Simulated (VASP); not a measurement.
# Te2Mo (P6_3/mmc) in VASP: further runs

Runs on Te2Mo. Level: r2SCAN. Tasks: single point.

Everything below comes from runs of VASP 6.6.1. Logs are shortened: lines on timing, memory, paths and dates and some standing lists are left out, and cuts for length are marked.

**Experimental background.**

From “Broadband infrared study of pressure-tunable Fano resonance and metallization transition in 2H-MoTe2”, 2022, pmc:9569381, for a bulk crystal of Te2Mo at 300 K: band gap 0.88 ± 0.05 eV (indirect).

The results are compared with them further down.

### Step 1. The cell of the first run

It takes space group P6_3/mmc (No. 194, hexagonal). Conventional cell: a = 3.564 Å, b = 3.564 Å, c = 14.720 Å, α = 90.00°, β = 90.00°, γ = 120.00°. Te (site symmetry 3m) has 3 Mo at 2.73 Å and 7 Te at 3.56 to 3.58 Å within 3.6 Å. Within 3.6 Å of Mo (site symmetry -6m2) lie 6 Te at 2.73 Å and 6 Mo at 3.56 Å.

### Step 2. Single point, r2SCAN, collinear spin

POSCAR reads:

```
Te2Mo
1.0
    3.5636797614      0.0000000000      0.0000000000
   -1.7818398807      3.0862372043      0.0000000000
    0.0000000000      0.0000000000     14.7197071926
Te Mo
4 2
Direct
    0.3333333333      0.6666666667      0.6284395073
    0.6666666667      0.3333333333      0.1284395073
    0.3333333333      0.6666666667      0.8715604927
    0.6666666667      0.3333333333      0.3715604927
    0.3333333333      0.6666666667      0.2500000000
    0.6666666667      0.3333333333      0.7500000000
```

INCAR.step1 reads:

```
SYSTEM = Te2Mo
PREC = Accurate ; ENCUT = 520
ISMEAR = 0 ; SIGMA = 0.05
LREAL = .FALSE. ; LASPH = .TRUE.
NELM = 150 ; ISPIN = 2
MAGMOM = 0 0 0 0 2 2 ; LMAXMIX = 4
NBANDS = 39 ; GGA = PE
ALGO = Normal ; EDIFF = 1E-4
LWAVE = .TRUE. ; LCHARG = .FALSE.
```

INCAR.step2 reads:

```
SYSTEM = Te2Mo
PREC = Accurate ; ENCUT = 520
EDIFF = 1E-7 ; ISMEAR = 0
SIGMA = 0.05 ; LREAL = .FALSE.
LASPH = .TRUE. ; NELM = 150
ALGO = Normal ; ISIF = 2
LWAVE = .FALSE. ; LCHARG = .FALSE.
ISPIN = 2 ; MAGMOM = 0 0 0 0 2 2
LORBIT = 11 ; LMAXMIX = 4
METAGGA = R2SCAN ; LMIXTAU = .TRUE.
NBANDS = 39 ; ISTART = 1
```

KPOINTS reads:

```
Automatic mesh
0
G
  8 8 2
  0 0 0
```

Potentials or basis: VASP PAW PBE potentials, release 64 (Te, Mo_sv).

Run with:

```sh
$ cat potpaw_PBE.64/Te/POTCAR potpaw_PBE.64/Mo_sv/POTCAR > POTCAR
$ cp INCAR.step1 INCAR
$ mpirun -np 1 vasp_std > vasp.out
$ cp INCAR.step2 INCAR
$ mpirun -np 1 vasp_std > vasp.out
```

OUTCAR:

```text
SYSTEM = Te2Mo
   PREC = Accurate
   ENCUT = 520
   EDIFF = 1E-7
   ISMEAR = 0
   LREAL = .FALSE.
   LASPH = .TRUE.
   NELM = 150
   ISIF = 2
   ISPIN = 2
   LORBIT = 11
   METAGGA = R2SCAN
   ISTART = 1

 ion  position               nearest neighbor table
   1  0.333  0.667  0.628-   6 2.73   6 2.73   6 2.73   3 3.58
   2  0.667  0.333  0.128-   5 2.73   5 2.73   5 2.73   4 3.58
   3  0.333  0.667  0.872-   6 2.73   6 2.73   6 2.73   1 3.58
   4  0.667  0.333  0.372-   5 2.73   5 2.73   5 2.73   2 3.58
   5  0.333  0.667  0.250-   2 2.73   4 2.73   2 2.73   4 2.73   2 2.73   4 2.73
   6  0.667  0.333  0.750-   1 2.73   3 2.73   1 2.73   3 2.73   1 2.73   3 2.73

  LATTYP: Found a hexagonal cell.
 ALAT       =     3.5636797614
 C/A-ratio  =     4.1304797788

  Lattice vectors:

 A1 = (   3.5636797614,   0.0000000000,   0.0000000000)
 A2 = (  -1.7818398807,   3.0862372043,   0.0000000000)
 A3 = (   0.0000000000,   0.0000000000,  14.7197071926)

Analysis of symmetry for initial positions (statically):
=====================================================================
 Subroutine PRICEL returns:
 Original cell was already a primitive cell.

 Routine SETGRP: Setting up the symmetry group for a
 hexagonal supercell.

 Subroutine GETGRP returns: Found 24 space group operations
 (whereof 12 operations were pure point group operations)
 out of a pool of 24 trial point group operations.

The static configuration has the point symmetry D_3d.
 The point group associated with its full space group is D_6h.

Analysis of symmetry for dynamics (positions and initial velocities):
=====================================================================
 Subroutine PRICEL returns:
 Original cell was already a primitive cell.

 Routine SETGRP: Setting up the symmetry group for a
 hexagonal supercell.

 Subroutine GETGRP returns: Found 24 space group operations
 (whereof 12 operations were pure point group operations)
 out of a pool of 24 trial point group operations.

The dynamic configuration has the point symmetry D_3d.
 The point group associated with its full space group is D_6h.

Analysis of structural, dynamic, and magnetic symmetry:
=====================================================================
 Subroutine PRICEL returns:
 Original cell was already a primitive cell.

 Routine SETGRP: Setting up the symmetry group for a
 hexagonal supercell.

 Subroutine GETGRP returns: Found 24 space group operations
 (whereof 12 operations were pure point group operations)
 out of a pool of 24 trial point group operations.

The overall configuration has the point symmetry D_3d.
 The point group associated with its full space group is D_6h.

 Subroutine INISYM returns: Found 24 space group operations
 (whereof 12 operations are pure point group operations),
 and found     1 'primitive' translations

----------------------------------------------------------------------------------------

                                     Primitive cell

  volume of cell :     161.8927

  direct lattice vectors                    reciprocal lattice vectors
     3.563679761  0.000000000  0.000000000     0.280608828  0.162009582  0.000000000
    -1.781839881  3.086237204  0.000000000     0.000000000  0.324019164  0.000000000
     0.000000000  0.000000000 14.719707193     0.000000000  0.000000000  0.067936134

  length of vectors
     3.563679761  3.563679761 14.719707193     0.324019164  0.324019164  0.067936134

  position of ions in fractional coordinates (direct lattice)
     0.333333333  0.666666667  0.628439507
     0.666666667  0.333333333  0.128439507
     0.333333333  0.666666667  0.871560493
     0.666666667  0.333333333  0.371560493
     0.333333333  0.666666667  0.250000000
     0.666666667  0.333333333  0.750000000

  ion indices of the primitive-cell ions
   primitive index   ion index
                 1           1
                 2           2
                 3           3
                 4           4
[... 32 lines left out ...]
  0.125000 -0.000000  0.000000      6.000000
  0.250000 -0.000000  0.000000      6.000000
  0.375000  0.000000  0.000000      6.000000
  0.500000 -0.000000  0.000000      3.000000
  0.125000  0.125000  0.000000      6.000000
[... 12 lines left out ...]
  0.250000  0.250000  0.500000      6.000000
  0.375000  0.250000  0.500000      6.000000
   k-points           NKPTS =     20   k-points in BZ     NKDIM =     20   number of bands    NBANDS=     39
   number of dos      NEDOS =    301   number of ions     NIONS =      6
   total plane-waves  NPLWV =  87808
   dimension x,y,z NGX =    28 NGY =   28 NGZ =  112
   dimension x,y,z NGXF=    56 NGYF=   56 NGZF=  224
   ions per type =               4   2
   NGX,Y,Z   is equivalent  to a cutoff of  13.06, 13.06, 12.65 a.u.
   NGXF,Y,Z  is equivalent  to a cutoff of  26.12, 26.12, 25.30 a.u.
 SYSTEM =  Te2Mo
   PREC   = accura    normal or accurate (medium, high low for compatibility)
   ISTART =      1    job   : 0-new  1-cont  2-samecut
   ICHARG =      0    charge: 1-file 2-atom 10-const
   ISPIN  =      2    spin polarized calculation?
   LNONCOLLINEAR =      F non collinear calculations
   LSORBIT =      F    spin-orbit coupling
   LASPH  =      T    aspherical Exc in radial PAW
   ENCUT  =  520.0 eV  38.22 Ry    6.18 a.u.   6.63  6.63 27.37*2*pi/ulx,y,z
   NELM   =    150;   NELMIN=  2; NELMDL=  0     # of ELM steps
   EDIFF  = 0.1E-06   stopping-criterion for ELM
   LREAL  =      F    real-space projection
   EDIFFG = 0.1E-05   stopping-criterion for IOM
   NSW    =      0    number of steps for IOM
   IBRION =     -1    ionic relax: 0-MD 1-quasi-New 2-CG
   NFREE  =      0    steps in history (QN), initial steepest desc. (CG)
   ISIF   =      2    stress and relaxation
   ISYM   =      2    0-nonsym 1-usesym 2-fastsym
   POTIM  = 0.5000    time-step for ionic-motion
   TEBEG  =    0.0;   TEEND  =   0.0 temperature during run
   PSTRESS=    0.0 pullay stress
   NELECT =      52.0000    total number of electrons
   NUPDOWN=      -1.0000    fix difference up-down
   EMIN   =  10.00;   EMAX   =-10.00  energy-range for DOS
   EFERMI =   0.00;   METHOD = LEGACY
   ISMEAR =     0;   SIGMA  =   0.05  broadening in eV -4-tet -1-fermi 0-gaus
   EFERMI_NEDOS =   21; number of points for ismear=-14 and -15
   IALGO  =     38    algorithm
   IMIX   =      4    mixing-type and parameters
     AMIX     =   0.40;   BMIX     =  1.00
     AMIX_MAG =   1.60;   BMIX_MAG =  1.00
  volume/ion in A,a.u.               =      26.98       182.08
  Fermi-wavevector in a.u.,A,eV,Ry     =   1.121158  2.118682 17.102465  1.256996
  Thomas-Fermi vector in A             =   2.257810
   LORBIT       =     11    0 simple, 1 ext, 2 COOP (PROOUT), +10 PAW based schemes
   METAGGA = R2SCAN    functional components
   LHFCALC =     F    Hartree Fock is set to
   AEXX    =    0.0000 exact exchange contribution
   IVDW    =     0    specifies the selected vdW correction
   LEPSILON=     F    determine dielectric tensor
   LRPA    =     F    only Hartree local field effects (RPA)
 spin polarized calculation
 Gauss-broadening in eV      SIGMA  =   0.05
  energy-cutoff  :      520.00
  volume of cell :      161.89
 maximum number of plane-waves:      4410
 NGX is ok and might be reduce to    28
   NGX = 13   NGY = 13   NGZ = 55

 number of electron      52.0000002 magnetization      -0.0000000

 Free energy of the ion-electron system (eV)
  ---------------------------------------------------
  ext. energy  EPLUGINS =         0.00000000
  ---------------------------------------------------
  free energy    TOTEN  =      -155.66580769 eV

  energy without entropy =     -155.66580769  energy(sigma->0) =     -155.66580769

 E-fermi :   7.2928     XC(G=0): -10.5256

 val. band max:        6.9764722360   @ k =   0.0000   0.0000   0.0000
 cond. band min:       8.0954701335   @ k =   0.2500   0.1250   0.0000
 fundamental gap:      1.1189978975
 Fermi energy:         7.2927557246

 spin component 1

 k-point     1 :       0.0000    0.0000    0.0000
  band No.  band energies     occupation
      1     -55.7310      1.00000
      2     -55.7310      1.00000
      3     -29.1492      1.00000
      4     -29.1492      1.00000
      5     -29.0621      1.00000
      6     -29.0621      1.00000
[... 809 lines left out ...]
     37      13.2685      0.00000
     38      13.2685      0.00000
 Fermi energy:         7.2927557246

 spin component 2

 k-point     1 :       0.0000    0.0000    0.0000
  band No.  band energies     occupation
      1     -55.7310      1.00000
      2     -55.7310      1.00000
      3     -29.1492      1.00000
      4     -29.1492      1.00000
      5     -29.0621      1.00000
      6     -29.0621      1.00000
[... 809 lines left out ...]
     37      13.2685      0.00000
     38      13.2685      0.00000
 [bands above 38 left out]

------------------------ aborting loop because EDIFF is reached ----------------------------------------

  FORCE on cell =-STRESS in cart. coord.  units (eV):
  Direction    XX          YY          ZZ          XY          YZ          ZX
  --------------------------------------------------------------------------------------
  -------------------------------------------------------------------------------------
  Total        0.0865290      0.0865290      0.2041871      0.0000000     -0.0000000      0.0000000
  in kB        0.8563382      0.8563382      2.0207465      0.0000000     -0.0000000      0.0000000
  external PRESSURE =       1.2444743 kB  Pullay stress =       0.0000000 kB

 VOLUME and BASIS-vectors are now :
 -----------------------------------------------------------------------------
  energy-cutoff  :      520.00
  volume of cell :      161.89
      direct lattice vectors                 reciprocal lattice vectors
     3.563679761  0.000000000  0.000000000     0.280608828  0.162009582  0.000000000
    -1.781839881  3.086237204  0.000000000     0.000000000  0.324019164  0.000000000
     0.000000000  0.000000000 14.719707193     0.000000000  0.000000000  0.067936134

 POSITION                                       TOTAL-FORCE (eV/Angst)
 -----------------------------------------------------------------------------------
     -0.00000      2.05749      9.25045         0.000000     -0.000000     -0.027540
      1.78184      1.02875      1.89059        -0.000000      0.000000     -0.027540
     -0.00000      2.05749     12.82912         0.000000     -0.000000      0.027540
      1.78184      1.02875      5.46926        -0.000000      0.000000      0.027540
     -0.00000      2.05749      3.67993        -0.000000      0.000000     -0.000000
      1.78184      1.02875     11.03978         0.000000     -0.000000     -0.000000
 -----------------------------------------------------------------------------------
    total drift:                               -0.000000      0.000000     -0.000000

  FREE ENERGIE OF THE ION-ELECTRON SYSTEM (eV)
  ---------------------------------------------------
  free  energy   TOTEN  =      -155.6658076862 eV

  energy  without entropy=     -155.6658076862  energy(sigma->0) =     -155.66580769

 total charge

# of ion       s       p       d       tot
------------------------------------------
    1        1.391   2.014   0.062   3.467
    2        1.391   2.014   0.062   3.467
    3        1.391   2.014   0.062   3.467
    4        1.391   2.014   0.062   3.467
    5        2.246   6.146   3.937  12.329
    6        2.246   6.146   3.937  12.329
--------------------------------------------------
tot         10.055  20.349   8.122  38.526

 magnetization (x)

# of ion       s       p       d       tot
------------------------------------------
    1       -0.000   0.000   0.000   0.000
    2       -0.000   0.000   0.000   0.000
    3       -0.000   0.000   0.000   0.000
    4       -0.000   0.000   0.000   0.000
    5       -0.000   0.000  -0.000  -0.000
    6       -0.000   0.000  -0.000  -0.000
--------------------------------------------------
tot         -0.000   0.000  -0.000  -0.000
```

It took 11 min on 1 thread of AMD EPYC 9R45 (Zen 5), shared host; peak memory 0.47 GiB.

Results:

* Free energy: -155.6658 eV
* Pressure: 0.1 GPa
* Largest force: 0.028 eV/Å
* Band gap on the k mesh: 1.12 eV (least direct gap 1.26 eV)
* Net moment: 0.00 μB per cell
* Valence electrons inside the program's atomic spheres: Te 3.47; Mo 12.33

Forces on the atoms (eV/Å):
```
Te   0.000  0.000 -0.028
Te   0.000  0.000 -0.028
Te   0.000  0.000  0.028
Te   0.000  0.000  0.028
Mo   0.000  0.000  0.000
Mo   0.000  0.000  0.000
```

Levels at points of the mesh, in eV from the valence-band top:
Spin up:
```tsv
k point	band 24	band 25	band 26	band 27	band 28	band 29
(0.00, 0.00, 0.00)	-0.79	-0.71	0.00	3.05	3.05	3.11
(0.50, 0.00, 0.00)	-0.83	-0.62	-0.48	1.37	1.41	1.67
(0.00, 0.00, 0.50)	-1.09	-0.15	-0.15	3.07	3.07	3.07
(0.50, 0.00, 0.50)	-0.84	-0.55	-0.55	1.39	1.39	1.77
```
Spin down:
```tsv
k point	band 22	band 23	band 24	band 25	band 26	band 27	band 28	band 29	band 30	band 31
(0.00, 0.00, 0.00)	-1.08	-1.08	-0.79	-0.71	0.00	3.05	3.05	3.11	3.11	3.33
(0.50, 0.00, 0.00)	-1.76	-0.85	-0.83	-0.62	-0.48	1.37	1.41	1.67	1.86	3.02
(0.00, 0.00, 0.50)	-1.09	-1.09	-1.09	-0.15	-0.15	3.07	3.07	3.07	3.07	3.40
(0.50, 0.00, 0.50)	-1.81	-0.84	-0.84	-0.55	-0.55	1.39	1.39	1.77	1.77	3.37
```

Caveat: the PAW data sets were made with another functional, which shifts forces and pressure a little; spin-orbit coupling is left out, which moves the levels of the heavy elements.

(Part 1 of 2 ends here.)
